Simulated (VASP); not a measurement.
# Si (Fm-3m) in VASP: notebook

Si is run at these levels: PBE; tasks: single point.

All numbers are computed with VASP 6.6.1; they aren't measurements. Logs are shortened: lines on timing, memory, paths and dates and some standing lists are left out, and cuts for length are marked.

**1. The cell of the first run**

The structure is cubic, space group Fm-3m (No. 225). Conventional cell: a = 3.340 Å, b = 3.340 Å, c = 3.340 Å, α = 90.00°, β = 90.00°, γ = 90.00°. Si (site symmetry m-3m) has 12 Si at 2.36 Å within 3.1 Å.

**2. Single point, PBE**

Input file INCAR:

```
SYSTEM = Si
PREC = Accurate ; ENCUT = 500
EDIFF = 1E-6 ; ISMEAR = 1
SIGMA = 0.1 ; LREAL = .False.
LASPH = .True. ; NELM = 120
ALGO = Normal ; ISIF = 2
LWAVE = .False. ; LCHARG = .False.
GGA = PE ; NBANDS = 8
GGA_COMPAT = .False.
```

Input file KPOINTS:

```
Automatic mesh
0
Gamma
  5 5 5
  0 0 0
```

Input file POSCAR:

```
Si
1.0
    0.0000000000      1.6700000000      1.6700000000
    1.6700000000      0.0000000000      1.6700000000
    1.6700000000      1.6700000000      0.0000000000
Si
1
Direct
    0.0000000000      0.0000000000      0.0000000000
```

Potentials or basis: VASP PAW PBE potentials, release 64 (Si).

Launch:

```console
> cat potpaw_PBE.64/Si/POTCAR > POTCAR
> mpirun -np 1 vasp_std > vasp.out
```

OUTCAR:

```text
SYSTEM = Si
   PREC = Accurate
   ENCUT = 500
   EDIFF = 1E-6
   ISMEAR = 1
   LREAL = .False.
   LASPH = .True.
   NELM = 120
   ISIF = 2
   GGA = PE

 ion  position               nearest neighbor table
   1  0.000  0.000  0.000-

  LATTYP: Found a face centered cubic cell.
 ALAT       =     3.3400000000

  Lattice vectors:

 A1 = (   0.0000000000,   1.6700000000,   1.6700000000)
 A2 = (   1.6700000000,   0.0000000000,   1.6700000000)
 A3 = (   1.6700000000,   1.6700000000,   0.0000000000)

Analysis of symmetry for initial positions (statically):
=====================================================================
 Subroutine PRICEL returns:
 Original cell was already a primitive cell.

 Routine SETGRP: Setting up the symmetry group for a
 face centered cubic supercell.

 Subroutine GETGRP returns: Found 48 space group operations
 (whereof 48 operations were pure point group operations)
 out of a pool of 48 trial point group operations.

The static configuration has the point symmetry O_h .

Analysis of symmetry for dynamics (positions and initial velocities):
=====================================================================
 Subroutine PRICEL returns:
 Original cell was already a primitive cell.

 Routine SETGRP: Setting up the symmetry group for a
 face centered cubic supercell.

 Subroutine GETGRP returns: Found 48 space group operations
 (whereof 48 operations were pure point group operations)
 out of a pool of 48 trial point group operations.

The dynamic configuration has the point symmetry O_h .

 Subroutine INISYM returns: Found 48 space group operations
 (whereof 48 operations are pure point group operations),
 and found     1 'primitive' translations

----------------------------------------------------------------------------------------

                                     Primitive cell

  volume of cell :       9.3149

  direct lattice vectors                    reciprocal lattice vectors
     0.000000000  1.670000000  1.670000000    -0.299401198  0.299401198  0.299401198
     1.670000000  0.000000000  1.670000000     0.299401198 -0.299401198  0.299401198
     1.670000000  1.670000000  0.000000000     0.299401198  0.299401198 -0.299401198

  length of vectors
     2.361736649  2.361736649  2.361736649     0.518578086  0.518578086  0.518578086

  position of ions in fractional coordinates (direct lattice)
     0.000000000  0.000000000  0.000000000

  ion indices of the primitive-cell ions
   primitive index   ion index
                 1           1

----------------------------------------------------------------------------------------

 KPOINTS: Automatic mesh

Automatic generation of k-mesh.
 Grid dimensions read from file:
 generate k-points for:    5    5    5

 Generating k-lattice:

  Cartesian coordinates                     Fractional coordinates (reciprocal lattice)
    -0.059880240  0.059880240  0.059880240     0.200000000  0.000000000  0.000000000
     0.059880240 -0.059880240  0.059880240     0.000000000  0.200000000  0.000000000
     0.059880240  0.059880240 -0.059880240     0.000000000  0.000000000  0.200000000

  Length of vectors
     0.103715617  0.103715617  0.103715617

  Shift w.r.t. Gamma in fractional coordinates (k-lattice)
     0.000000000  0.000000000  0.000000000

 Subroutine IBZKPT returns following result:
 ===========================================

 Found     10 irreducible k-points:

 Following reciprocal coordinates:
            Coordinates               Weight
  0.000000  0.000000  0.000000      1.000000
  0.200000  0.000000  0.000000      8.000000
  0.400000  0.000000  0.000000      8.000000
  0.200000  0.200000  0.000000      6.000000
  0.400000  0.200000  0.000000     24.000000
 -0.400000  0.200000  0.000000     24.000000
 -0.200000  0.200000  0.000000     12.000000
  0.400000  0.400000  0.000000      6.000000
 -0.400000  0.400000  0.000000     12.000000
 -0.400000  0.400000  0.200000     24.000000
   k-points           NKPTS =     10   k-points in BZ     NKDIM =     10   number of bands    NBANDS=      8
   number of dos      NEDOS =    301   number of ions     NIONS =      1
   total plane-waves  NPLWV =   5832
   dimension x,y,z NGX =    18 NGY =   18 NGZ =   18
   dimension x,y,z NGXF=    36 NGYF=   36 NGZF=   36
   ions per type =               1
   NGX,Y,Z   is equivalent  to a cutoff of  12.67, 12.67, 12.67 a.u.
   NGXF,Y,Z  is equivalent  to a cutoff of  25.34, 25.34, 25.34 a.u.
 SYSTEM =  Si
   PREC   = accura    normal or accurate (medium, high low for compatibility)
   ISTART =      0    job   : 0-new  1-cont  2-samecut
   ICHARG =      2    charge: 1-file 2-atom 10-const
   ISPIN  =      1    spin polarized calculation?
   LNONCOLLINEAR =      F non collinear calculations
   LSORBIT =      F    spin-orbit coupling
   LASPH  =      T    aspherical Exc in radial PAW
   ENCUT  =  500.0 eV  36.75 Ry    6.06 a.u.   4.31  4.31  4.31*2*pi/ulx,y,z
   NELM   =    120;   NELMIN=  2; NELMDL= -5     # of ELM steps
   EDIFF  = 0.1E-05   stopping-criterion for ELM
   LREAL  =      F    real-space projection
   EDIFFG = 0.1E-04   stopping-criterion for IOM
   NSW    =      0    number of steps for IOM
   IBRION =     -1    ionic relax: 0-MD 1-quasi-New 2-CG
   NFREE  =      0    steps in history (QN), initial steepest desc. (CG)
   ISIF   =      2    stress and relaxation
   ISYM   =      2    0-nonsym 1-usesym 2-fastsym
   POTIM  = 0.5000    time-step for ionic-motion
   TEBEG  =    0.0;   TEEND  =   0.0 temperature during run
   PSTRESS=    0.0 pullay stress
   NELECT =       4.0000    total number of electrons
   NUPDOWN=      -1.0000    fix difference up-down
   EMIN   =  10.00;   EMAX   =-10.00  energy-range for DOS
   EFERMI =   0.00;   METHOD = LEGACY
   ISMEAR =     1;   SIGMA  =   0.10  broadening in eV -4-tet -1-fermi 0-gaus
   EFERMI_NEDOS =   21; number of points for ismear=-14 and -15
   IALGO  =     38    algorithm
   IMIX   =      4    mixing-type and parameters
     AMIX     =   0.40;   BMIX     =  1.00
     AMIX_MAG =   1.60;   BMIX_MAG =  1.00
  volume/ion in A,a.u.               =       9.31        62.86
  Fermi-wavevector in a.u.,A,eV,Ry     =   1.235099  2.333998 20.755266  1.525469
  Thomas-Fermi vector in A             =   2.369762
   LORBIT       =      0    0 simple, 1 ext, 2 COOP (PROOUT), +10 PAW based schemes
   GGA     = PE    functional components
   LHFCALC =     F    Hartree Fock is set to
   AEXX    =    0.0000 exact exchange contribution
   IVDW    =     0    specifies the selected vdW correction
   LEPSILON=     F    determine dielectric tensor
   LRPA    =     F    only Hartree local field effects (RPA)
 non-spin polarized calculation
 Methfessel and Paxton  Order N= 1 SIGMA  =   0.10
  energy-cutoff  :      500.00
  volume of cell :        9.31
 maximum number of plane-waves:       259
 NGX is ok and might be reduce to    18
   NGX =  9   NGY =  9   NGZ =  9

 number of electron       4.0000000 magnetization

 Free energy of the ion-electron system (eV)
  ---------------------------------------------------
  ext. energy  EPLUGINS =         0.00000000
  ---------------------------------------------------
  free energy    TOTEN  =        -3.79213938 eV

  energy without entropy =       -3.78708204  energy(sigma->0) =       -3.79045360

 E-fermi :  16.3014     XC(G=0): -13.0702

 val. band max:       16.2864733551   @ k =  -0.4000   0.4000   0.2000
 cond. band min:      17.8272117568   @ k =  -0.2000   0.2000   0.0000
 fundamental gap:      1.5407384017
 Fermi energy:        16.3014255681

 k-point     1 :       0.0000    0.0000    0.0000
  band No.  band energies     occupation
      1      -2.0746      2.00000
      2      30.8973      0.00000
      3      30.8973      0.00000
      4      30.8973      0.00000
      5      34.6715      0.00000
      6      34.6715      0.00000
      7      34.6715      0.00000
      8      37.3289      0.00000

 k-point     2 :       0.2000    0.0000    0.0000
  band No.  band energies     occupation
      1      -0.5246      2.00000
      2      21.2276      0.00000
      3      29.4135      0.00000
      4      29.4135      0.00000
      5      34.8919      0.00000
      6      35.9115      0.00000
      7      35.9115      0.00000
      8      38.7943      0.00000

 k-point     3 :       0.4000    0.0000    0.0000
  band No.  band energies     occupation
      1       4.0233      2.00000
      2      11.4437      2.00000
      3      29.0486      0.00000
      4      29.0486      0.00000
      5      31.5261      0.00000
      6      31.5261      0.00000
      7      34.9345      0.00000
      8      37.7453      0.00000

 k-point     4 :       0.2000    0.2000    0.0000
  band No.  band energies     occupation
      1      -0.0116      2.00000
      2      25.0717      0.00000
      3      25.6718      0.00000
      4      25.6718      0.00000
      5      28.7728      0.00000
      6      31.8312      0.00000
      7      42.4142      0.00000
      8      42.5934      0.00000

 k-point     5 :       0.4000    0.2000    0.0000
  band No.  band energies     occupation
      1       3.5260      2.00000
      2      15.6150      2.00000
      3      22.9856      0.00000
      4      24.4433      0.00000
      5      27.0409      0.00000
      6      35.5298      0.00000
      7      39.4496      0.00000
      8      43.6103      0.00000

 k-point     6 :      -0.4000    0.2000    0.0000
  band No.  band energies     occupation
      1       7.4107      2.00000
      2      10.0037      2.00000
      3      19.9305      0.00000
      4      25.7474      0.00000
      5      28.6919      0.00000
      6      36.6066      0.00000
      7      40.8048      0.00000
      8      44.3903      0.00000

 k-point     7 :      -0.2000    0.2000    0.0000
  band No.  band energies     occupation
      1       2.0219      2.00000
      2      17.8272     -0.00000
      3      20.6009      0.00000
      4      29.6311      0.00000
      5      32.7936      0.00000
      6      34.9628      0.00000
      7      37.4946      0.00000
      8      38.8962      0.00000

 k-point     8 :       0.4000    0.4000    0.0000
  band No.  band energies     occupation
      1       5.9758      2.00000
      2      15.9975      2.00015
      3      20.9872      0.00000
      4      22.3363      0.00000
      5      22.3363      0.00000
      6      28.5361      0.00000
      7      47.3954      0.00000
      8      49.9488      0.00000

 k-point     9 :      -0.4000    0.4000    0.0000
  band No.  band energies     occupation
      1      10.2975      2.00000
      2      12.3570      2.00000
      3      14.2105      2.00000
      4      22.7677      0.00000
      5      25.0534      0.00000
      6      34.0068      0.00000
      7      45.7453      0.00000
      8      46.3730      0.00000

 k-point    10 :      -0.4000    0.4000    0.2000
  band No.  band energies     occupation
      1       7.9117      2.00000
      2      14.0483      2.00000
      3      16.2865      1.24996
      4      18.8919      0.00000
      5      33.0485      0.00000
      6      35.9093      0.00000
      7      37.0890      0.00000
      8      44.8947      0.00000

------------------------ aborting loop because EDIFF is reached ----------------------------------------

  FORCE on cell =-STRESS in cart. coord.  units (eV):
  Direction    XX          YY          ZZ          XY          YZ          ZX
  --------------------------------------------------------------------------------------
  -------------------------------------------------------------------------------------
  Total        5.3409354      5.3409354      5.3409354     -0.0000000     -0.0000000     -0.0000000
  in kB      918.6466605    918.6466605    918.6466605     -0.0000000     -0.0000000     -0.0000000
  external PRESSURE =     918.6466605 kB  Pullay stress =       0.0000000 kB

 VOLUME and BASIS-vectors are now :
 -----------------------------------------------------------------------------
  energy-cutoff  :      500.00
  volume of cell :        9.31
      direct lattice vectors                 reciprocal lattice vectors
     0.000000000  1.670000000  1.670000000    -0.299401198  0.299401198  0.299401198
     1.670000000  0.000000000  1.670000000     0.299401198 -0.299401198  0.299401198
     1.670000000  1.670000000  0.000000000     0.299401198  0.299401198 -0.299401198

 POSITION                                       TOTAL-FORCE (eV/Angst)
 -----------------------------------------------------------------------------------
      0.00000      0.00000      0.00000         0.000000      0.000000      0.000000
 -----------------------------------------------------------------------------------
    total drift:                                0.000000     -0.000000     -0.000000

  FREE ENERGIE OF THE ION-ELECTRON SYSTEM (eV)
  ---------------------------------------------------
  free  energy   TOTEN  =        -3.7921393809 eV

  energy  without entropy=       -3.7870820417  energy(sigma->0) =       -3.79045360
```

Run time: 3.8 s. Hardware: 1 thread of AMD EPYC 7R13 (Zen 3), shared host; peak memory 0.08 GiB.

What came out:

| Item | Value |
| --- | --- |
| Free energy | -3.7921 eV |
| Pressure | 91.9 GPa |
| Band gap on the k mesh | zero (band 2 reaches 30.90 eV, above the bottom of band 3 at 14.21 eV) |

Caveat: the k points lie up to 0.65 Å⁻¹ apart.

**3. Single point, PBE**

Input file INCAR:

```
PREC     = Accurate       # precision mode
ENCUT    = 500            # plane-wave cutoff, eV
EDIFF    = 1E-6           # SCF threshold, eV
ISMEAR   = 1              # smearing method
SIGMA    = 0.1            # smearing width, eV
LREAL    = F              # projectors in reciprocal space
LASPH    = T              # aspherical terms in the spheres
NELM     = 120            # most SCF steps
ALGO     = Normal         # electronic algorithm
ISIF     = 2              # what is computed and relaxed
LWAVE    = F              # write WAVECAR
LCHARG   = T              # write CHGCAR
GGA      = PE             # functional
LELF     = T              # ELF
LVHAR    = T            
NBANDS   = 8              # bands
GGA_COMPAT= F
```

Input file KPOINTS:

```
regular mesh
0
Gamma
  6 6 6
```

POSCAR is that of step 2.

Potentials or basis: VASP PAW PBE potentials, release 64 (Si).

Launch:

```console
> cat potpaw_PBE.64/Si/POTCAR > POTCAR
> mpirun -np 1 vasp_std > vasp.out
```

Wall time 5 s (1 thread of AMD EPYC 7R13 (Zen 3), shared host); peak memory 0.08 GiB.

It converged, with:

* Free energy: -3.8034 eV
* Pressure: 93.3 GPa
* Band gap on the k mesh: zero (band 2 reaches 30.90 eV, above the bottom of band 3 at 14.57 eV)

Levels at points of the mesh, in eV from the Fermi level:
| k point | band 1 | band 2 | band 3 | band 4 | band 5 | band 6 |
| --- | --- | --- | --- | --- | --- | --- |
| (0.00, 0.00, 0.00) | -19.77 | 13.21 | 13.21 | 13.21 | 16.98 | 16.98 |
| (0.50, 0.00, 0.00) | -10.78 | -9.80 | 11.65 | 11.65 | 12.93 | 12.93 |
| (0.50, 0.50, 0.00) | -8.32 | -5.95 | 2.78 | 4.23 | 4.23 | 10.38 |

Caveat: the k points lie up to 0.54 Å⁻¹ apart.
